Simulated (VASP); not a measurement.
MgS (d3):

```
CELL_PARAMETERS angstrom
0.00000 2.60440 2.60440
2.60440 0.00000 2.60440
2.60440 2.60440 0.00000
ATOMIC_POSITIONS crystal
Mg 0.00000 0.00000 0.00000
S 0.50000 0.50000 0.50000
```

```yaml
Program: VASP 6.6.1
Task: relaxation of cell and atoms
Functional: PBE
Dispersion: D3(BJ)
Potentials_or_basis: VASP PAW PBE potentials, release 64 (Mg, S)
Cutoff: 600 eV
k_mesh: 8 × 8 × 8
Occupations: gaussian, width 0.02 eV
Spin: no spin polarisation
```

At the start: pressure -2.6 GPa; volume 17.67 Å³/atom.

Question: How do energy, volume and symmetry change on relaxing?

Answer: Over 3 steps the energy falls by 5.1 meV/atom and the volume is 17.06 Å³/atom (-3.4 %); space group Fm-3m (No. 225, to 0.05 Å).

The path:
```tsv
step	energy change (eV)	largest force (eV/Å)	pressure (GPa)	volume (Å³)
1	0.0000	0.0000	-2.63	35.33
2	-0.0096	0.0000	0.65	33.87
3	-0.0102	0.0000	0.01	34.13
```

Final structure:
```
CELL_PARAMETERS angstrom
0.00000 2.57455 2.57455
2.57455 0.00000 2.57455
2.57455 2.57455 0.00000
ATOMIC_POSITIONS crystal
Mg 0.00000 0.00000 0.00000
S 0.50000 0.50000 0.50000
```
